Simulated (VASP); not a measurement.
# Pd (Fm-3m) in VASP: further runs

The runs below take Pd through single point, with LDA.

Program: VASP 6.6.1. These are calculated values, not measurements. Logs are shortened: lines on timing, memory, paths and dates and some standing lists are left out, and cuts for length are marked.

## Step 1: The cell of the first run

Symmetry: Fm-3m, No. 225, cubic system. Conventional cell: a = 3.841 Å, b = 3.841 Å, c = 3.841 Å, α = 90.00°, β = 90.00°, γ = 90.00°. Within 3.6 Å of Pd (site symmetry m-3m) lie 12 Pd at 2.72 Å.

## Step 2: Single point, LDA, collinear spin, ferromagnetic start

INCAR reads:

```
  ALGO = Normal
  EDIFF = 1E-7
  ENCUT = 520
  GGA = CA
  ISIF = 2
  ISMEAR = 0
  ISPIN = 2
  LASPH = T
  LCHARG = F
  LMAXMIX = 4
  LORBIT = 11
  LREAL = F
  LWAVE = F
  MAGMOM = 0.5
  NBANDS = 15
  NELM = 150
  PREC = Accurate
  SIGMA = 0.01
```

KPOINTS reads:

```
k-points
0
Gamma
  14 14 14
```

POSCAR reads:

```
Pd
1.0
    0.0000000000      1.9202771092      1.9202771092
    1.9202771092      0.0000000000      1.9202771092
    1.9202771092      1.9202771092      0.0000000000
Pd
1
Direct
    0.0000000000      0.0000000000      0.0000000000
```

Potentials or basis: VASP PAW LDA potentials, release 64 (Pd).

Started as:

```console
> cat potpaw_LDA.64/Pd/POTCAR > POTCAR
> mpirun -np 1 vasp_std > vasp.out
```

OUTCAR:

```text
EDIFF = 1E-7
   ENCUT = 520
   GGA = CA
   ISIF = 2
   ISMEAR = 0
   ISPIN = 2
   LASPH = T
   LORBIT = 11
   LREAL = F
   NELM = 150
   PREC = Accurate

 ion  position               nearest neighbor table
   1  0.000  0.000  0.000-

  LATTYP: Found a face centered cubic cell.
 ALAT       =     3.8405542184

  Lattice vectors:

 A1 = (   0.0000000000,   1.9202771092,   1.9202771092)
 A2 = (   1.9202771092,   0.0000000000,   1.9202771092)
 A3 = (   1.9202771092,   1.9202771092,   0.0000000000)

Analysis of symmetry for initial positions (statically):
=====================================================================
 Subroutine PRICEL returns:
 Original cell was already a primitive cell.

 Routine SETGRP: Setting up the symmetry group for a
 face centered cubic supercell.

 Subroutine GETGRP returns: Found 48 space group operations
 (whereof 48 operations were pure point group operations)
 out of a pool of 48 trial point group operations.

The static configuration has the point symmetry O_h .

Analysis of symmetry for dynamics (positions and initial velocities):
=====================================================================
 Subroutine PRICEL returns:
 Original cell was already a primitive cell.

 Routine SETGRP: Setting up the symmetry group for a
 face centered cubic supercell.

 Subroutine GETGRP returns: Found 48 space group operations
 (whereof 48 operations were pure point group operations)
 out of a pool of 48 trial point group operations.

The dynamic configuration has the point symmetry O_h .

Analysis of structural, dynamic, and magnetic symmetry:
=====================================================================
 Subroutine PRICEL returns:
 Original cell was already a primitive cell.

 Routine SETGRP: Setting up the symmetry group for a
 face centered cubic supercell.

 Subroutine GETGRP returns: Found 48 space group operations
 (whereof 48 operations were pure point group operations)
 out of a pool of 48 trial point group operations.

The overall configuration has the point symmetry O_h .

 Subroutine INISYM returns: Found 48 space group operations
 (whereof 48 operations are pure point group operations),
 and found     1 'primitive' translations

----------------------------------------------------------------------------------------

                                     Primitive cell

  volume of cell :      14.1619

  direct lattice vectors                    reciprocal lattice vectors
     0.000000000  1.920277109  1.920277109    -0.260379087  0.260379087  0.260379087
     1.920277109  0.000000000  1.920277109     0.260379087 -0.260379087  0.260379087
     1.920277109  1.920277109  0.000000000     0.260379087  0.260379087 -0.260379087

  length of vectors
     2.715681931  2.715681931  2.715681931     0.450989807  0.450989807  0.450989807

  position of ions in fractional coordinates (direct lattice)
     0.000000000  0.000000000  0.000000000

  ion indices of the primitive-cell ions
   primitive index   ion index
                 1           1

----------------------------------------------------------------------------------------

 KPOINTS: k-points

Automatic generation of k-mesh.
 Grid dimensions read from file:
 generate k-points for:   14   14   14

 Generating k-lattice:

  Cartesian coordinates                     Fractional coordinates (reciprocal lattice)
    -0.018598506  0.018598506  0.018598506     0.071428571  0.000000000  0.000000000
     0.018598506 -0.018598506  0.018598506     0.000000000  0.071428571  0.000000000
     0.018598506  0.018598506 -0.018598506     0.000000000  0.000000000  0.071428571

  Length of vectors
     0.032213558  0.032213558  0.032213558

  Shift w.r.t. Gamma in fractional coordinates (k-lattice)
     0.000000000  0.000000000  0.000000000

 Subroutine IBZKPT returns following result:
 ===========================================

 Found    104 irreducible k-points:

 Following reciprocal coordinates:
            Coordinates               Weight
  0.000000  0.000000  0.000000      1.000000
  0.071429  0.000000  0.000000      8.000000
  0.142857  0.000000  0.000000      8.000000
  0.214286  0.000000  0.000000      8.000000
  0.285714  0.000000  0.000000      8.000000
  0.357143  0.000000  0.000000      8.000000
[... 16 lines left out ...]
  0.214286  0.142857  0.000000     24.000000
  0.285714  0.142857  0.000000     24.000000
 [... further k-points ...]
   k-points           NKPTS =    104   k-points in BZ     NKDIM =    104   number of bands    NBANDS=     15
   number of dos      NEDOS =    301   number of ions     NIONS =      1
   total plane-waves  NPLWV =   8000
   dimension x,y,z NGX =    20 NGY =   20 NGZ =   20
   dimension x,y,z NGXF=    40 NGYF=   40 NGZF=   40
   ions per type =               1
   NGX,Y,Z   is equivalent  to a cutoff of  12.24, 12.24, 12.24 a.u.
   NGXF,Y,Z  is equivalent  to a cutoff of  24.49, 24.49, 24.49 a.u.
 SYSTEM =  unknown system
   PREC   = accura    normal or accurate (medium, high low for compatibility)
   ISTART =      0    job   : 0-new  1-cont  2-samecut
   ICHARG =      2    charge: 1-file 2-atom 10-const
   ISPIN  =      2    spin polarized calculation?
   LNONCOLLINEAR =      F non collinear calculations
   LSORBIT =      F    spin-orbit coupling
   LASPH  =      T    aspherical Exc in radial PAW
   ENCUT  =  520.0 eV  38.22 Ry    6.18 a.u.   5.05  5.05  5.05*2*pi/ulx,y,z
   NELM   =    150;   NELMIN=  2; NELMDL= -5     # of ELM steps
   EDIFF  = 0.1E-06   stopping-criterion for ELM
   LREAL  =      F    real-space projection
   EDIFFG = 0.1E-05   stopping-criterion for IOM
   NSW    =      0    number of steps for IOM
   IBRION =     -1    ionic relax: 0-MD 1-quasi-New 2-CG
   NFREE  =      0    steps in history (QN), initial steepest desc. (CG)
   ISIF   =      2    stress and relaxation
   ISYM   =      2    0-nonsym 1-usesym 2-fastsym
   POTIM  = 0.5000    time-step for ionic-motion
   TEBEG  =    0.0;   TEEND  =   0.0 temperature during run
   PSTRESS=    0.0 pullay stress
   NELECT =      10.0000    total number of electrons
   NUPDOWN=      -1.0000    fix difference up-down
   EMIN   =  10.00;   EMAX   =-10.00  energy-range for DOS
   EFERMI =   0.00;   METHOD = LEGACY
   ISMEAR =     0;   SIGMA  =   0.01  broadening in eV -4-tet -1-fermi 0-gaus
   EFERMI_NEDOS =   21; number of points for ismear=-14 and -15
   IALGO  =     38    algorithm
   IMIX   =      4    mixing-type and parameters
     AMIX     =   0.40;   BMIX     =  1.00
     AMIX_MAG =   1.60;   BMIX_MAG =  1.00
  volume/ion in A,a.u.               =      14.16        95.57
  Fermi-wavevector in a.u.,A,eV,Ry     =   1.457810  2.754861 28.915238  2.125210
  Thomas-Fermi vector in A             =   2.574568
   LORBIT       =     11    0 simple, 1 ext, 2 COOP (PROOUT), +10 PAW based schemes
   GGA     = CA    functional components
   LHFCALC =     F    Hartree Fock is set to
   AEXX    =    0.0000 exact exchange contribution
   IVDW    =     0    specifies the selected vdW correction
   LEPSILON=     F    determine dielectric tensor
   LRPA    =     F    only Hartree local field effects (RPA)
 spin polarized calculation
 Gauss-broadening in eV      SIGMA  =   0.01
  energy-cutoff  :      520.00
  volume of cell :       14.16
 maximum number of plane-waves:       392
   NGX =  9   NGY =  9   NGZ =  9

 number of electron      10.0000005 magnetization       0.3226535

 Free energy of the ion-electron system (eV)
  ---------------------------------------------------
  ext. energy  EPLUGINS =         0.00000000
  ---------------------------------------------------
  free energy    TOTEN  =        -6.48376689 eV

  energy without entropy =       -6.48367163  energy(sigma->0) =       -6.48371926

 E-fermi :  10.3140     XC(G=0): -13.7674

 val. band max:       10.3055691578   @ k =   0.4286   0.4286   0.0000
 cond. band min:      10.3155958174   @ k =   0.4286   0.0714   0.0000
 fundamental gap:      0.0100266596
 Fermi energy:        10.3140208568

 spin component 1

 k-point     1 :       0.0000    0.0000    0.0000
  band No.  band energies     occupation
      1       2.7184      1.00000
      2       7.1390      1.00000
      3       7.1390      1.00000
      4       7.1390      1.00000
      5       8.8992      1.00000
      6       8.8992      1.00000
      7      27.4175      0.00000
      8      32.3714      0.00000
      9      32.3714      0.00000
     10      32.3714      0.00000
     11      35.7198      0.00000
     12      38.0235      0.00000
     13      41.6376      0.00000
     14      41.6376      0.00000
     15      41.6376      0.00000
[... 397 lines left out ...]
 k-point    24 :       0.2857    0.1429    0.0000
  band No.  band energies     occupation
      1       4.8695      1.00000
      2       6.3274      1.00000
      3       7.4745      1.00000
      4       7.9193      1.00000
      5       9.0353      1.00000
      6       9.5053      1.00000
      7      25.9200      0.00000
      8      29.0782      0.00000
      9      30.4353      0.00000
     10      32.2596      0.00000
     11      35.6586      0.00000
     12      37.2719      0.00000
     13      38.6408      0.00000
     14      39.2978      0.00000
     15      42.6687      0.00000

 [... further k-points ...]

 spin component 2

 k-point     1 :       0.0000    0.0000    0.0000
  band No.  band energies     occupation
      1       2.7778      1.00000
      2       7.3446      1.00000
      3       7.3446      1.00000
      4       7.3446      1.00000
      5       9.0972      1.00000
      6       9.0972      1.00000
      7      27.4735      0.00000
      8      32.4254      0.00000
      9      32.4254      0.00000
     10      32.4254      0.00000
     11      36.1222      0.00000
     12      38.0537      0.00000
     13      41.7344      0.00000
     14      41.7344      0.00000
     15      41.7344      0.00000
[... 397 lines left out ...]
 k-point    24 :       0.2857    0.1429    0.0000
  band No.  band energies     occupation
      1       4.9547      1.00000
      2       6.5073      1.00000
      3       7.6646      1.00000
      4       8.1237      1.00000
      5       9.2242      1.00000
      6       9.7125      1.00000
      7      26.0067      0.00000
      8      29.1473      0.00000
      9      30.5189      0.00000
     10      32.3365      0.00000
     11      36.0374      0.00000
     12      37.3921      0.00000
     13      38.7147      0.00000
     14      39.3833      0.00000
     15      42.7733      0.00000

 [... further k-points ...]

------------------------ aborting loop because EDIFF is reached ----------------------------------------

  FORCE on cell =-STRESS in cart. coord.  units (eV):
  Direction    XX          YY          ZZ          XY          YZ          ZX
  --------------------------------------------------------------------------------------
  -------------------------------------------------------------------------------------
  Total        0.0330088      0.0330088      0.0330088     -0.0000000      0.0000000     -0.0000000
  in kB        3.7343783      3.7343783      3.7343783     -0.0000000      0.0000000     -0.0000000
  external PRESSURE =       3.7343783 kB  Pullay stress =       0.0000000 kB

 VOLUME and BASIS-vectors are now :
 -----------------------------------------------------------------------------
  energy-cutoff  :      520.00
  volume of cell :       14.16
      direct lattice vectors                 reciprocal lattice vectors
     0.000000000  1.920277109  1.920277109    -0.260379087  0.260379087  0.260379087
     1.920277109  0.000000000  1.920277109     0.260379087 -0.260379087  0.260379087
     1.920277109  1.920277109  0.000000000     0.260379087  0.260379087 -0.260379087

 POSITION                                       TOTAL-FORCE (eV/Angst)
 -----------------------------------------------------------------------------------
      0.00000      0.00000      0.00000        -0.000000      0.000000      0.000000
 -----------------------------------------------------------------------------------
    total drift:                                0.000000     -0.000000      0.000000

  FREE ENERGIE OF THE ION-ELECTRON SYSTEM (eV)
  ---------------------------------------------------
  free  energy   TOTEN  =        -6.4837668923 eV

  energy  without entropy=       -6.4836716283  energy(sigma->0) =       -6.48371926

 total charge

# of ion       s       p       d       tot
------------------------------------------
    1        0.514   0.529   8.485   9.528

 magnetization (x)

# of ion       s       p       d       tot
------------------------------------------
    1        0.004   0.001   0.313   0.318
```

It took 17 s on 1 thread of Intel Xeon 6975P-C (Granite Rapids), shared host; peak memory 0.14 GiB.

What came out:

```
Free energy                                           : -6.4838 eV
Pressure                                              : 0.4 GPa
Net moment                                            : 0.32 μB per cell
Site moments                                          : Pd +0.32 μB
Valence electrons inside the program's atomic spheres : Pd 9.53
```

## Step 3: Single point, LDA, collinear spin, ferromagnetic start

INCAR reads:

```
SYSTEM = Pd
PREC = Accurate ; ENCUT = 520
EDIFF = 1E-6 ; ISMEAR = 0
SIGMA = 0.03 ; LREAL = .FALSE.
LASPH = .TRUE. ; NELM = 150
ALGO = Normal ; ISIF = 2
LWAVE = .FALSE. ; LCHARG = .FALSE.
ISPIN = 2 ; MAGMOM = 0.5
LORBIT = 11 ; LMAXMIX = 4
NBANDS = 15
```

KPOINTS reads:

```
Automatic mesh
0
G
  14 14 14
  0 0 0
```

POSCAR is that of step 2.

Potentials or basis: VASP PAW LDA potentials, release 64 (Pd).

Started as:

```console
> cat potpaw_LDA.64/Pd/POTCAR > POTCAR
> mpirun -np 1 vasp_std > vasp.out
```

It took 15 s on 1 thread of Intel Xeon 6975P-C (Granite Rapids), shared host; peak memory 0.14 GiB.

The run converged. Its results:

```
Free energy                                           : -6.4841 eV
Pressure                                              : 0.4 GPa
Net moment                                            : 0.32 μB per cell
Site moments                                          : Pd +0.31 μB
Valence electrons inside the program's atomic spheres : Pd 9.53
```

Levels at points of the mesh, in eV from the Fermi level:
Spin up:
| k point | band 3 | band 4 | band 5 | band 6 | band 7 | band 8 |
| --- | --- | --- | --- | --- | --- | --- |
| (0.00, 0.00, 0.00) | -3.17 | -3.17 | -1.41 | -1.41 | 17.11 | 22.06 |
| (0.50, 0.00, 0.00) | -3.20 | -0.13 | -0.13 | 0.82 | 7.51 | 16.50 |
| (0.50, 0.50, 0.00) | -0.14 | 0.20 | 0.20 | 3.22 | 11.08 | 13.25 |
Spin down:
```csv
k point,band 3,band 4,band 5,band 6,band 7,band 8
"(0.00, 0.00, 0.00)",-2.97,-2.97,-1.21,-1.21,17.16,22.12
"(0.50, 0.00, 0.00)",-3.02,0.09,0.09,0.88,7.66,16.54
"(0.50, 0.50, 0.00)",0.06,0.43,0.43,3.28,11.21,13.32
```

## Step 4: Single point, LDA, collinear spin, ferromagnetic start

INCAR reads:

```
SYSTEM = Pd
ALGO = Normal
EDIFF = 1E-6
ENCUT = 520
ISIF = 2
ISMEAR = 0
ISPIN = 2
LASPH = .TRUE.
LCHARG = .FALSE.
LMAXMIX = 4
LORBIT = 11
LREAL = .FALSE.
LWAVE = .FALSE.
MAGMOM = 0.5
NBANDS = 15
NELM = 150
PREC = Accurate
SIGMA = 0.1
```

KPOINTS reads:

```
k-points
0
G
  14 14 14
  0 0 0
```

POSCAR is that of step 3.

Started as:

```console
> cat potpaw_LDA.64/Pd/POTCAR > POTCAR
> mpirun -np 1 vasp_std > vasp.out
```

It took 24 s on 1 thread of Intel Xeon 6975P-C (Granite Rapids), shared host; peak memory 0.15 GiB.

Results (log left out):

* Free energy: -6.4900 eV
* Pressure: 0.2 GPa
* Band gap on the k mesh: zero (filled and empty bands overlap)
* Net moment: 0.00 μB per cell
* Valence electrons inside the program's atomic spheres: Pd 9.53

Levels at points of the mesh, in eV from the Fermi level:
Spin up:
```tsv
k point	band 3	band 4	band 5	band 6	band 7	band 8
(0.00, 0.00, 0.00)	-3.06	-3.06	-1.30	-1.30	17.14	22.10
(0.50, 0.00, 0.00)	-3.10	-0.01	-0.01	0.86	7.59	16.53
(0.50, 0.50, 0.00)	-0.03	0.32	0.32	3.25	11.16	13.29
```
Spin down:
```csv
k point,band 3,band 4,band 5,band 6,band 7,band 8
"(0.00, 0.00, 0.00)",-3.06,-3.06,-1.30,-1.30,17.14,22.10
"(0.50, 0.00, 0.00)",-3.10,-0.01,-0.01,0.86,7.59,16.53
"(0.50, 0.50, 0.00)",-0.03,0.32,0.32,3.25,11.16,13.29
```

(Part 1 of 2 ends here.)
